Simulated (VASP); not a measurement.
# Mg (Fd-3m) in VASP: further runs

The runs below take Mg through relaxation of cell and atoms, single point, with r2SCAN.

Everything below comes from runs of VASP 6.6.1. Logs are shortened: lines on timing, memory, paths and dates and some standing lists are left out, and cuts for length are marked.

## 1. The cell of the first run

Symmetry: Fd-3m, No. 227, cubic system. The conventional cell has a = 6.308 Å, b = 6.308 Å, c = 6.308 Å, α = 90.00°, β = 90.00°, γ = 90.00°. Mg (site symmetry -43m) has 4 Mg at 2.73 Å within 3.6 Å.

## 2. Relaxation of cell and atoms, r2SCAN

POSCAR reads:

```
Mg
1.0
    0.0000000000      3.1538244874      3.1538244874
    3.1538244874      0.0000000000      3.1538244874
    3.1538244874      3.1538244874      0.0000000000
Mg
2
Direct
    0.1250000000      0.1250000000      0.1250000000
    0.8750000000      0.8750000000      0.8750000000
```

INCAR.step1 reads:

```
PREC = Accurate
ENCUT = 600
ISMEAR = -1
SIGMA = 0.1
LREAL = F
LASPH = T
NELM = 80
GGA = PE
ALGO = Normal
EDIFF = 1E-4
LWAVE = T
LCHARG = F
```

INCAR.step2 reads:

```
PREC = Accurate
ENCUT = 600
EDIFF = 1E-6
ISMEAR = -1
SIGMA = 0.1
LREAL = F
LASPH = T
NELM = 80
ALGO = Normal
ISIF = 3
LWAVE = F
LCHARG = F
METAGGA = R2SCAN
LMIXTAU = T
IBRION = 2
NSW = 80
EDIFFG = -0.01
ISTART = 1
```

KPOINTS reads:

```
Automatic mesh
0
Gamma
  9 9 9
```

Potentials or basis: VASP PAW PBE potentials, release 64 (Mg).

Command:

```bash
> cat potpaw_PBE.64/Mg/POTCAR > POTCAR
> cp INCAR.step1 INCAR
> mpirun -np 1 vasp_std > vasp.out
> cp INCAR.step2 INCAR
> mpirun -np 1 vasp_std > vasp.out
```

OUTCAR:

```text
PREC = Accurate
   ENCUT = 600
   EDIFF = 1E-6
   ISMEAR = -1
   LREAL = F
   LASPH = T
   NELM = 80
   ISIF = 3
   METAGGA = R2SCAN
   IBRION = 2
   NSW = 80
   EDIFFG = -0.01
   ISTART = 1

 ion  position               nearest neighbor table
   1  0.125  0.125  0.125-   2 2.73   2 2.73   2 2.73   2 2.73
   2  0.875  0.875  0.875-   1 2.73   1 2.73   1 2.73   1 2.73

  LATTYP: Found a face centered cubic cell.
 ALAT       =     6.3076489748

  Lattice vectors:

 A1 = (   0.0000000000,   3.1538244874,   3.1538244874)
 A2 = (   3.1538244874,   0.0000000000,   3.1538244874)
 A3 = (   3.1538244874,   3.1538244874,   0.0000000000)

Analysis of symmetry for initial positions (statically):
=====================================================================
 Subroutine PRICEL returns:
 Original cell was already a primitive cell.

 Routine SETGRP: Setting up the symmetry group for a
 face centered cubic supercell.

 Subroutine GETGRP returns: Found 48 space group operations
 (whereof 12 operations were pure point group operations)
 out of a pool of 48 trial point group operations.

The static configuration has the point symmetry D_3d.
 The point group associated with its full space group is O_h .

Analysis of symmetry for dynamics (positions and initial velocities):
=====================================================================
 Subroutine PRICEL returns:
 Original cell was already a primitive cell.

 Routine SETGRP: Setting up the symmetry group for a
 face centered cubic supercell.

 Subroutine GETGRP returns: Found 48 space group operations
 (whereof 12 operations were pure point group operations)
 out of a pool of 48 trial point group operations.

The dynamic configuration has the point symmetry D_3d.
 The point group associated with its full space group is O_h .

 Subroutine INISYM returns: Found 48 space group operations
 (whereof 12 operations are pure point group operations),
 and found     1 'primitive' translations

----------------------------------------------------------------------------------------

                                     Primitive cell

  volume of cell :      62.7397

  direct lattice vectors                    reciprocal lattice vectors
     0.000000000  3.153824487  3.153824487    -0.158537674  0.158537674  0.158537674
     3.153824487  0.000000000  3.153824487     0.158537674 -0.158537674  0.158537674
     3.153824487  3.153824487  0.000000000     0.158537674  0.158537674 -0.158537674

  length of vectors
     4.460181363  4.460181363  4.460181363     0.274595307  0.274595307  0.274595307

  position of ions in fractional coordinates (direct lattice)
     0.125000000  0.125000000  0.125000000
     0.875000000  0.875000000  0.875000000

  ion indices of the primitive-cell ions
   primitive index   ion index
                 1           1
                 2           2

----------------------------------------------------------------------------------------

 KPOINTS: Automatic mesh

Automatic generation of k-mesh.
 Grid dimensions read from file:
 generate k-points for:    9    9    9

 Generating k-lattice:

  Cartesian coordinates                     Fractional coordinates (reciprocal lattice)
    -0.017615297  0.017615297  0.017615297     0.111111111  0.000000000  0.000000000
     0.017615297 -0.017615297  0.017615297     0.000000000  0.111111111  0.000000000
     0.017615297  0.017615297 -0.017615297     0.000000000  0.000000000  0.111111111

  Length of vectors
     0.030510590  0.030510590  0.030510590

  Shift w.r.t. Gamma in fractional coordinates (k-lattice)
     0.000000000  0.000000000  0.000000000

 Subroutine IBZKPT returns following result:
 ===========================================

 Found     35 irreducible k-points:

 Following reciprocal coordinates:
            Coordinates               Weight
  0.000000  0.000000  0.000000      1.000000
  0.111111  0.000000  0.000000      8.000000
  0.222222  0.000000  0.000000      8.000000
  0.333333  0.000000  0.000000      8.000000
  0.444444  0.000000  0.000000      8.000000
  0.111111  0.111111  0.000000      6.000000
[... 16 lines left out ...]
 -0.333333  0.333333  0.000000     12.000000
  0.444444  0.444444  0.000000      6.000000
 [... further k-points ...]
   k-points           NKPTS =     35   k-points in BZ     NKDIM =     35   number of bands    NBANDS=      6
   number of dos      NEDOS =    301   number of ions     NIONS =      2
   total plane-waves  NPLWV =  46656
   dimension x,y,z NGX =    36 NGY =   36 NGZ =   36
   dimension x,y,z NGXF=    72 NGYF=   72 NGZF=   72
   ions per type =               2
   NGX,Y,Z   is equivalent  to a cutoff of  13.42, 13.42, 13.42 a.u.
   NGXF,Y,Z  is equivalent  to a cutoff of  26.84, 26.84, 26.84 a.u.
 SYSTEM =  unknown system
   PREC   = accura    normal or accurate (medium, high low for compatibility)
   ISTART =      1    job   : 0-new  1-cont  2-samecut
   ICHARG =      0    charge: 1-file 2-atom 10-const
   ISPIN  =      1    spin polarized calculation?
   LNONCOLLINEAR =      F non collinear calculations
   LSORBIT =      F    spin-orbit coupling
   LASPH  =      T    aspherical Exc in radial PAW
   ENCUT  =  600.0 eV  44.10 Ry    6.64 a.u.   8.91  8.91  8.91*2*pi/ulx,y,z
   NELM   =     80;   NELMIN=  2; NELMDL=  0     # of ELM steps
   EDIFF  = 0.1E-05   stopping-criterion for ELM
   LREAL  =      F    real-space projection
   EDIFFG = -.1E-01   stopping-criterion for IOM
   NSW    =     80    number of steps for IOM
   IBRION =      2    ionic relax: 0-MD 1-quasi-New 2-CG
   NFREE  =      1    steps in history (QN), initial steepest desc. (CG)
   ISIF   =      3    stress and relaxation
   ISYM   =      2    0-nonsym 1-usesym 2-fastsym
   POTIM  = 0.5000    time-step for ionic-motion
   TEBEG  =    0.0;   TEEND  =   0.0 temperature during run
   PSTRESS=    0.0 pullay stress
   NELECT =       4.0000    total number of electrons
   NUPDOWN=      -1.0000    fix difference up-down
   EMIN   =  10.00;   EMAX   =-10.00  energy-range for DOS
   EFERMI =   0.00;   METHOD = LEGACY
   ISMEAR =    -1;   SIGMA  =   0.10  broadening in eV -4-tet -1-fermi 0-gaus
   EFERMI_NEDOS =   21; number of points for ismear=-14 and -15
   IALGO  =     38    algorithm
   IMIX   =      4    mixing-type and parameters
     AMIX     =   0.40;   BMIX     =  1.00
     AMIX_MAG =   1.60;   BMIX_MAG =  1.00
  volume/ion in A,a.u.               =      31.37       211.69
  Fermi-wavevector in a.u.,A,eV,Ry     =   0.654004  1.235889  5.819507  0.427722
  Thomas-Fermi vector in A             =   1.724425
   LORBIT       =      0    0 simple, 1 ext, 2 COOP (PROOUT), +10 PAW based schemes
   METAGGA = R2SCAN    functional components
   LHFCALC =     F    Hartree Fock is set to
   AEXX    =    0.0000 exact exchange contribution
   IVDW    =     0    specifies the selected vdW correction
   LEPSILON=     F    determine dielectric tensor
   LRPA    =     F    only Hartree local field effects (RPA)
 conjugate gradient relaxation of ions
 non-spin polarized calculation
  energy-cutoff  :      600.00
  volume of cell :       62.74
 maximum number of plane-waves:      2122
   NGX = 17   NGY = 17   NGZ = 17

--------------------------------------- Ionic step        1  -------------------------------------------

 number of electron       4.0000000 magnetization

 Free energy of the ion-electron system (eV)
  ---------------------------------------------------
  ext. energy  EPLUGINS =         0.00000000
  ---------------------------------------------------
  free energy    TOTEN  =        -6.34037869 eV

  energy without entropy =       -6.30876396  energy(sigma->0) =       -6.32457132

------------------------ aborting loop because EDIFF is reached ----------------------------------------

  FORCE on cell =-STRESS in cart. coord.  units (eV):
  Direction    XX          YY          ZZ          XY          YZ          ZX
  --------------------------------------------------------------------------------------
  -------------------------------------------------------------------------------------
  Total        1.8138581      1.8138581      1.8138581     -0.0000000      0.0000000      0.0000000
  in kB       46.3202980     46.3202980     46.3202980     -0.0000000      0.0000000      0.0000000
  external PRESSURE =      46.3202980 kB  Pullay stress =       0.0000000 kB

 VOLUME and BASIS-vectors are now :
 -----------------------------------------------------------------------------
  energy-cutoff  :      600.00
  volume of cell :       62.74
      direct lattice vectors                 reciprocal lattice vectors
     0.000000000  3.153824487  3.153824487    -0.158537674  0.158537674  0.158537674
     3.153824487  0.000000000  3.153824487     0.158537674 -0.158537674  0.158537674
     3.153824487  3.153824487  0.000000000     0.158537674  0.158537674 -0.158537674
[... 73 lines left out ...]
 POSITION                                       TOTAL-FORCE (eV/Angst)
 -----------------------------------------------------------------------------------
      0.84845      0.84845      0.84845         0.000000      0.000000      0.000000
      5.93916      5.93916      5.93916        -0.000000     -0.000000     -0.000000
 -----------------------------------------------------------------------------------
    total drift:                               -0.000000      0.000000      0.000000

  FREE ENERGIE OF THE ION-ELECTRON SYSTEM (eV)
  ---------------------------------------------------
  free  energy   TOTEN  =        -6.5449897741 eV

  energy  without entropy=       -6.5081895452  energy(sigma->0) =       -6.52658966

--------------------------------------- Ionic step        4  -------------------------------------------

 number of electron       4.0000000 magnetization

 Free energy of the ion-electron system (eV)
  ---------------------------------------------------
  ext. energy  EPLUGINS =         0.00000000
  ---------------------------------------------------
  free energy    TOTEN  =        -6.54677810 eV

  energy without entropy =       -6.50928072  energy(sigma->0) =       -6.52802941

 E-fermi :   0.1183     XC(G=0):  -7.0374

 val. band max:        0.0156791364   @ k =  -0.2222   0.3333   0.1111
 cond. band min:       0.1322975950   @ k =   0.3333   0.3333   0.0000
 fundamental gap:      0.1166184586
 Fermi energy:         0.1183192386

 k-point     1 :       0.0000    0.0000    0.0000
  band No.  band energies     occupation
      1      -5.1524      2.00000
      2       3.5370      0.00000
      3       3.5370      0.00000
      4       3.5370      0.00000
      5       4.6268      0.00000
      6       4.6268      0.00000

 k-point     2 :       0.1111    0.0000    0.0000
  band No.  band energies     occupation
      1      -5.0325      2.00000
      2       2.4398      0.00000
      3       3.2883      0.00000
      4       3.2883      0.00000
      5       4.8914      0.00000
      6       4.9675      0.00000
[... 181 lines left out ...]
 k-point    23 :      -0.3333    0.3333    0.0000
  band No.  band energies     occupation
      1      -2.5921      2.00000
      2      -1.2911      2.00000
      3      -0.3889      1.98754
      4       1.7127      0.00000
      5       3.5276      0.00000
      6       6.7114      0.00000

 k-point    24 :       0.4444    0.4444    0.0000
  band No.  band energies     occupation
      1      -2.6591      2.00000
      2      -1.3424      2.00000
      3       1.1425      0.00007
      4       1.1425      0.00007
      5       2.8198      0.00000
      6       2.9815      0.00000

 [... further k-points ...]
[... 5 lines left out ...]
  --------------------------------------------------------------------------------------
  -------------------------------------------------------------------------------------
  Total        0.0160147      0.0160147      0.0160147     -0.0000000      0.0000000     -0.0000000
  in kB        0.3210736      0.3210736      0.3210736     -0.0000000      0.0000000     -0.0000000
  external PRESSURE =       0.3210736 kB  Pullay stress =       0.0000000 kB

 VOLUME and BASIS-vectors are now :
 -----------------------------------------------------------------------------
  energy-cutoff  :      600.00
  volume of cell :       79.91
      direct lattice vectors                 reciprocal lattice vectors
    -0.000000000  3.418729390  3.418729390    -0.146253167  0.146253167  0.146253167
     3.418729390  0.000000000  3.418729390     0.146253167 -0.146253167  0.146253167
     3.418729390  3.418729390 -0.000000000     0.146253167  0.146253167 -0.146253167

 POSITION                                       TOTAL-FORCE (eV/Angst)
 -----------------------------------------------------------------------------------
      0.85468      0.85468      0.85468         0.000000     -0.000000     -0.000000
      5.98278      5.98278      5.98278        -0.000000      0.000000      0.000000
 -----------------------------------------------------------------------------------
    total drift:                               -0.000000      0.000000      0.000000

  FREE ENERGIE OF THE ION-ELECTRON SYSTEM (eV)
  ---------------------------------------------------
  free  energy   TOTEN  =        -6.5467781047 eV

  energy  without entropy=       -6.5092807224  energy(sigma->0) =       -6.52802941

 reached required accuracy - stopping structural energy minimisation
```

Run time: 4.8 min. Hardware: 1 thread of AMD EPYC 7R43 (Zen 3), shared host; peak memory 0.2 GiB.

What came out:

* Free energy: -6.5468 eV
* Relaxed volume: 39.96 Å³/atom
* Relaxed cell: a = 4.835 Å, b = 4.835 Å, c = 4.835 Å, α = 60.00°, β = 60.00°, γ = 60.00°
* Space group after relaxing (to 0.05 Å): Fd-3m (No. 227)
* Energy gained by relaxing: 103.2 meV/atom
* Ionic steps: 4
* Pressure after relaxing: 0.0 GPa
* Band gap on the k mesh: zero (band 2 reaches 3.54 eV, above the bottom of band 3 at -0.39 eV)

Step by step:
```tsv
step	energy change (eV)	largest force (eV/Å)	pressure (GPa)	volume (Å³)
1	0.0000	0.0000	4.63	62.74
2	-0.1635	0.0000	1.73	71.34
3	-0.2046	0.0000	0.31	78.18
4	-0.2064	0.0000	0.03	79.91
```

Final structure:
```yaml
crystal:
  lattice:
    - [0.00000, 3.41873, 3.41873]
    - [3.41873, 0.00000, 3.41873]
    - [3.41873, 3.41873, 0.00000]
  atoms:
    - { symbol: Mg, position: [0.12500, 0.12500, 0.12500] }
    - { symbol: Mg, position: [0.87500, 0.87500, 0.87500] }
```

Levels at points of the mesh, in eV from the Fermi level:
```tsv
k point	band 1	band 2	band 3	band 4	band 5	band 6
(0.00, 0.00, 0.00)	-5.27	3.42	3.42	3.42	4.51	4.51
```

Caveat: the volume moved by over 15 % at a fixed basis, so the end points are rough; the PAW data sets were made with another functional, which shifts forces and pressure a little.

## 3. Single point, r2SCAN, non-collinear spin, zero start, spin-orbit coupling

This run uses another cell than the first one, of 40.41 Å³/atom, 1.288 times its volume.

POSCAR reads:

```
Mg
1.0
    0.0000000000      3.4316107974      3.4316107974
    3.4316107974      0.0000000000      3.4316107974
    3.4316107974      3.4316107974      0.0000000000
Mg
2
Direct
    0.1250000000      0.1250000000      0.1250000000
    0.8750000000      0.8750000000      0.8750000000
```

INCAR.step1 reads:

```
SYSTEM = Mg
  PREC = Accurate
  ENCUT = 520
  ISMEAR = -1
  SIGMA = 0.1
  LREAL = .False.
  LASPH = .True.
  NELM = 150
  MAGMOM = 0 0 0 0 0 0
  LSORBIT = .True.
  GGA_COMPAT = .False.
  NBANDS = 16
  GGA = PE
  ALGO = Normal
  EDIFF = 1E-4
  LWAVE = .True.
  LCHARG = .False.
```

INCAR.step2 reads:

```
SYSTEM = Mg
  PREC = Accurate
  ENCUT = 520
  EDIFF = 1E-6
  ISMEAR = -1
  SIGMA = 0.1
  LREAL = .False.
  LASPH = .True.
  NELM = 150
  ALGO = Normal
  ISIF = 2
  LWAVE = .False.
  LCHARG = .True.
  MAGMOM = 0 0 0 0 0 0
  LORBIT = 11
  LSORBIT = .True.
  GGA_COMPAT = .False.
  LORBMOM = .True.
  METAGGA = R2SCAN
  LMIXTAU = .True.
  LVHAR = .True.
  NBANDS = 16
  ISTART = 1
```

KPOINTS reads:

```
Automatic mesh
0
Gamma
  8 8 8
  0 0 0
```

Potentials or basis: VASP PAW PBE potentials, release 64 (Mg).

Command:

```bash
> cat potpaw_PBE.64/Mg/POTCAR > POTCAR
> cp INCAR.step1 INCAR
> mpirun -np 1 vasp_ncl > vasp.out
> cp INCAR.step2 INCAR
> mpirun -np 1 vasp_ncl > vasp.out
```

Run time: 13 min. Hardware: 1 thread of Oxide Virtual Turin-like, shared host; peak memory 0.43 GiB.

Results (log left out):

| Item | Value |
| --- | --- |
| Free energy | -6.5465 eV |
| Pressure | -0.1 GPa |
| Net moment | 0.00 μB per cell |
| Valence electrons inside the program's atomic spheres | Mg 0.34 |

Moments on the atoms (μB; x, y, z):
```
Mg  0.00 0.00 0.00
Mg  0.00 0.00 0.00
```

Caveat: the PAW data sets were made with another functional, which shifts forces and pressure a little.
